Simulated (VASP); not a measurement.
# Ti3Ni (Pm-3m) in VASP: further runs, part 2 of 2

VASP 6.6.1. Earlier steps stand in the parts before.

### Step 3. Single point, PBEsol, collinear spin, ferromagnetic start (14.63 Å³/atom)

This run uses another cell than the first one, of 14.63 Å³/atom.

INCAR

```
ALGO = Normal
EDIFF = 1E-6
ENCUT = 520
GGA = PS
ISIF = 2
ISMEAR = -1
ISPIN = 2
LASPH = True
LCHARG = False
LMAXMIX = 4
LORBIT = 11
LREAL = False
LWAVE = False
MAGMOM = 1 1 1 1
NBANDS = 35
NELM = 150
PREC = Accurate
SIGMA = 0.05
```

KPOINTS

```
k-points
0
Gamma
  7 7 7
```

POSCAR

```
Ti3Ni
1.0
    3.8819904398      0.0000000000      0.0000000000
    0.0000000000      3.8819904398      0.0000000000
    0.0000000000      0.0000000000      3.8819904398
Ni Ti
1 3
Direct
    0.0000000000      0.0000000000      0.0000000000
    0.5000000000      0.5000000000      0.0000000000
    0.5000000000      0.0000000000      0.5000000000
    0.0000000000      0.5000000000      0.5000000000
```

Potentials or basis: VASP PAW PBE potentials, release 64 (Ni, Ti_sv).

The run is started by

```bash
$ cat potpaw_PBE.64/Ni/POTCAR potpaw_PBE.64/Ti_sv/POTCAR > POTCAR
$ mpirun -np 1 vasp_std > vasp.out
```

OUTCAR:

```text
EDIFF = 1E-6
   ENCUT = 520
   GGA = PS
   ISIF = 2
   ISMEAR = -1
   ISPIN = 2
   LASPH = True
   LORBIT = 11
   LREAL = False
   NELM = 150
   PREC = Accurate

 ion  position               nearest neighbor table
   1  0.000  0.000  0.000-   2 2.74   3 2.74   4 2.74   3 2.74   4 2.74   2 2.74   4 2.74   4 2.74
                             2 2.74   3 2.74   3 2.74   2 2.74
   2  0.500  0.500  0.000-   1 2.74   3 2.74   4 2.74   3 2.74   4 2.74   1 2.74   3 2.74   3 2.74
                             1 2.74   4 2.74   4 2.74   1 2.74
   3  0.500  0.000  0.500-   1 2.74   2 2.74   4 2.74   1 2.74   2 2.74   2 2.74   4 2.74   2 2.74
                             1 2.74   4 2.74   1 2.74   4 2.74
   4  0.000  0.500  0.500-   1 2.74   2 2.74   3 2.74   1 2.74   2 2.74   1 2.74   3 2.74   1 2.74
                             2 2.74   3 2.74   2 2.74   3 2.74

  LATTYP: Found a simple cubic cell.
 ALAT       =     3.8819904398

  Lattice vectors:

 A1 = (   3.8819904398,   0.0000000000,   0.0000000000)
 A2 = (   0.0000000000,   3.8819904398,   0.0000000000)
 A3 = (   0.0000000000,   0.0000000000,   3.8819904398)

Analysis of symmetry for initial positions (statically):
=====================================================================
 Subroutine PRICEL returns:
 Original cell was already a primitive cell.

 Routine SETGRP: Setting up the symmetry group for a
 simple cubic supercell.

 Subroutine GETGRP returns: Found 48 space group operations
 (whereof 48 operations were pure point group operations)
 out of a pool of 48 trial point group operations.

The static configuration has the point symmetry O_h .

Analysis of symmetry for dynamics (positions and initial velocities):
=====================================================================
 Subroutine PRICEL returns:
 Original cell was already a primitive cell.

 Routine SETGRP: Setting up the symmetry group for a
 simple cubic supercell.

 Subroutine GETGRP returns: Found 48 space group operations
 (whereof 48 operations were pure point group operations)
 out of a pool of 48 trial point group operations.

The dynamic configuration has the point symmetry O_h .

Analysis of structural, dynamic, and magnetic symmetry:
=====================================================================
 Subroutine PRICEL returns:
 Original cell was already a primitive cell.

 Routine SETGRP: Setting up the symmetry group for a
 simple cubic supercell.

 Subroutine GETGRP returns: Found 48 space group operations
 (whereof 48 operations were pure point group operations)
 out of a pool of 48 trial point group operations.

The overall configuration has the point symmetry O_h .

 Subroutine INISYM returns: Found 48 space group operations
 (whereof 48 operations are pure point group operations),
 and found     1 'primitive' translations

----------------------------------------------------------------------------------------

                                     Primitive cell

  volume of cell :      58.5010

  direct lattice vectors                    reciprocal lattice vectors
     3.881990440  0.000000000  0.000000000     0.257599810  0.000000000  0.000000000
[... 81 lines left out ...]
   LSORBIT =      F    spin-orbit coupling
   LASPH  =      T    aspherical Exc in radial PAW
   ENCUT  =  520.0 eV  38.22 Ry    6.18 a.u.   7.22  7.22  7.22*2*pi/ulx,y,z
   NELM   =    150;   NELMIN=  2; NELMDL= -5     # of ELM steps
   EDIFF  = 0.1E-05   stopping-criterion for ELM
   LREAL  =      F    real-space projection
   EDIFFG = 0.1E-04   stopping-criterion for IOM
   NSW    =      0    number of steps for IOM
   IBRION =     -1    ionic relax: 0-MD 1-quasi-New 2-CG
   NFREE  =      0    steps in history (QN), initial steepest desc. (CG)
   ISIF   =      2    stress and relaxation
   ISYM   =      2    0-nonsym 1-usesym 2-fastsym
   POTIM  = 0.5000    time-step for ionic-motion
   TEBEG  =    0.0;   TEEND  =   0.0 temperature during run
   PSTRESS=    0.0 pullay stress
   NELECT =      46.0000    total number of electrons
   NUPDOWN=      -1.0000    fix difference up-down
   EMIN   =  10.00;   EMAX   =-10.00  energy-range for DOS
   EFERMI =   0.00;   METHOD = LEGACY
   ISMEAR =    -1;   SIGMA  =   0.05  broadening in eV -4-tet -1-fermi 0-gaus
   EFERMI_NEDOS =   21; number of points for ismear=-14 and -15
   IALGO  =     38    algorithm
   IMIX   =      4    mixing-type and parameters
     AMIX     =   0.40;   BMIX     =  1.00
     AMIX_MAG =   1.60;   BMIX_MAG =  1.00
  volume/ion in A,a.u.               =      14.63        98.70
  Fermi-wavevector in a.u.,A,eV,Ry     =   1.511030  2.855432 31.064965  2.283211
  Thomas-Fermi vector in A             =   2.621141
   LORBIT       =     11    0 simple, 1 ext, 2 COOP (PROOUT), +10 PAW based schemes
   GGA     = PS    functional components
   LHFCALC =     F    Hartree Fock is set to
   AEXX    =    0.0000 exact exchange contribution
   IVDW    =     0    specifies the selected vdW correction
   LEPSILON=     F    determine dielectric tensor
   LRPA    =     F    only Hartree local field effects (RPA)
 spin polarized calculation
  energy-cutoff  :      520.00
  volume of cell :       58.50
 maximum number of plane-waves:      1592
 NGX is ok and might be reduce to    30
   NGX = 15   NGY = 15   NGZ = 15

 number of electron      46.0000019 magnetization       0.0007963

 Free energy of the ion-electron system (eV)
  ---------------------------------------------------
  ext. energy  EPLUGINS =         0.00000000
  ---------------------------------------------------
  free energy    TOTEN  =       -31.53201141 eV

  energy without entropy =      -31.47511181  energy(sigma->0) =      -31.50356161

 E-fermi :   9.0366     XC(G=0): -12.3285

 val. band max:        9.0320513960   @ k =   0.4286   0.4286   0.2857
 cond. band min:       9.0727234657   @ k =   0.4286   0.2857   0.2857
 fundamental gap:      0.0406720697
 Fermi energy:         9.0365583042

 spin component 1

 k-point     1 :       0.0000    0.0000    0.0000
  band No.  band energies     occupation
      1     -47.3220      1.00000
      2     -47.0816      1.00000
      3     -47.0816      1.00000
      4     -23.9419      1.00000
      5     -23.9419      1.00000
      6     -23.9419      1.00000
[... 749 lines left out ...]
     34      13.2836      0.00000
     35      13.3576      0.00000
 Fermi energy:         9.0365583042

 spin component 2

 k-point     1 :       0.0000    0.0000    0.0000
  band No.  band energies     occupation
      1     -47.3219      1.00000
      2     -47.0815      1.00000
      3     -47.0815      1.00000
      4     -23.9418      1.00000
      5     -23.9418      1.00000
      6     -23.9418      1.00000
[... 749 lines left out ...]
     34      13.2840      0.00000
     35      13.3578      0.00000

------------------------ aborting loop because EDIFF is reached ----------------------------------------

  FORCE on cell =-STRESS in cart. coord.  units (eV):
  Direction    XX          YY          ZZ          XY          YZ          ZX
  --------------------------------------------------------------------------------------
  -------------------------------------------------------------------------------------
  Total       -0.0350559     -0.0350559     -0.0350559      0.0000000      0.0000000     -0.0000000
  in kB       -0.9600814     -0.9600814     -0.9600814      0.0000000      0.0000000     -0.0000000
  external PRESSURE =      -0.9600814 kB  Pullay stress =       0.0000000 kB

 VOLUME and BASIS-vectors are now :
 -----------------------------------------------------------------------------
  energy-cutoff  :      520.00
  volume of cell :       58.50
      direct lattice vectors                 reciprocal lattice vectors
     3.881990440  0.000000000  0.000000000     0.257599810  0.000000000  0.000000000
     0.000000000  3.881990440  0.000000000     0.000000000  0.257599810  0.000000000
     0.000000000  0.000000000  3.881990440     0.000000000  0.000000000  0.257599810

 POSITION                                       TOTAL-FORCE (eV/Angst)
 -----------------------------------------------------------------------------------
      0.00000      0.00000      0.00000         0.000000      0.000000      0.000000
      1.94100      1.94100      0.00000         0.000000      0.000000      0.000000
      1.94100      0.00000      1.94100         0.000000      0.000000      0.000000
      0.00000      1.94100      1.94100         0.000000      0.000000      0.000000
 -----------------------------------------------------------------------------------
    total drift:                                0.000000      0.000000     -0.000000

  FREE ENERGIE OF THE ION-ELECTRON SYSTEM (eV)
  ---------------------------------------------------
  free  energy   TOTEN  =       -31.5320114051 eV

  energy  without entropy=      -31.4751118124  energy(sigma->0) =      -31.50356161

 total charge

# of ion       s       p       d       tot
------------------------------------------
    1        0.552   0.508   8.251   9.311
    2        2.260   6.134   1.970  10.365
    3        2.260   6.134   1.970  10.365
    4        2.260   6.134   1.970  10.365
--------------------------------------------------
tot          7.331  18.912  14.162  40.405

 magnetization (x)

# of ion       s       p       d       tot
------------------------------------------
    1       -0.000  -0.000   0.000   0.000
    2        0.000   0.000   0.000   0.000
    3        0.000   0.000   0.000   0.000
    4        0.000   0.000   0.000   0.000
--------------------------------------------------
tot          0.000   0.000   0.000   0.000
```

OSZICAR:

```text
N       E                     dE             d eps       ncg     rms          rms(c)
DAV:   1     0.544609411682E+03    0.54461E+03   -0.21855E+04  2856   0.169E+03
DAV:   2     0.318848811583E+02   -0.51272E+03   -0.49496E+03  2811   0.481E+02
DAV:   3    -0.290885795299E+02   -0.60973E+02   -0.57726E+02  4273   0.150E+02
DAV:   4    -0.358291160199E+02   -0.67405E+01   -0.66111E+01  4156   0.446E+01
DAV:   5    -0.360824687774E+02   -0.25335E+00   -0.25324E+00  3759   0.782E+00    0.240E+01
DAV:   6    -0.396872322551E+02   -0.36048E+01   -0.68535E+01  3092   0.970E+01    0.278E+01
DAV:   7    -0.313574492240E+02    0.83298E+01   -0.24413E+01  3534   0.411E+01    0.469E+00
DAV:   8    -0.314928450524E+02   -0.13540E+00   -0.15923E+00  3841   0.611E+00    0.330E+00
DAV:   9    -0.315172867081E+02   -0.24442E-01   -0.97161E-02  3483   0.230E+00    0.156E+00
DAV:  10    -0.315311055166E+02   -0.13819E-01   -0.35848E-02  3896   0.162E+00    0.585E-01
DAV:  11    -0.315319228979E+02   -0.81738E-03   -0.46021E-03  4065   0.773E-01    0.258E-01
DAV:  12    -0.315321290307E+02   -0.20613E-03   -0.19347E-03  4184   0.536E-01    0.185E-01
DAV:  13    -0.315320031722E+02    0.12586E-03   -0.36883E-04  3839   0.243E-01    0.532E-02
DAV:  14    -0.315320144084E+02   -0.11236E-04   -0.13687E-04  4100   0.941E-02    0.205E-02
DAV:  15    -0.315320130627E+02    0.13456E-05   -0.16380E-05  3706   0.257E-02    0.193E-02
DAV:  16    -0.315320120406E+02    0.10221E-05   -0.78650E-07  1729   0.892E-03    0.133E-02
DAV:  17    -0.315320114051E+02    0.63551E-06   -0.12037E-06  1768   0.138E-02
   1 F= -.31532011E+02 E0= -.31503562E+02  d E =-.568996E-01  mag=     0.0005
```

stdout:

```text
POSCAR found type information on POSCAR NiTi
 POSCAR found :  2 types and       4 ions
 scaLAPACK will be used
 -----------------------------------------------------------------------------
|                                                                             |
|                                                                             |
|     You enforced a specific xc type in the INCAR file but a different       |
|     I HOPE YOU KNOW WHAT YOU ARE DOING!                                     |
|                                                                             |
 -----------------------------------------------------------------------------

 LDA part: xc-table for (Slater+PW92), standard interpolation
 POSCAR, INCAR and KPOINTS ok, starting setup
 FFT: planning ... GRIDC
 FFT: planning ... GRID_SOFT
 FFT: planning ... GRID
 WAVECAR not read
 entering main loop
```

Wall time 3.5 min (1 thread of Intel Xeon 8259CL, shared host); peak memory 0.22 GiB.

What came out:

* Free energy: -31.5320 eV
* Pressure: -0.1 GPa
* Band gap on the k mesh: zero (filled and empty bands overlap)
* Net moment: 0.00 μB per cell
* Valence electrons inside the program's atomic spheres: Ni 9.31; Ti 10.37

Caveat: the PAW data sets were made with another functional, which shifts forces and pressure a little.
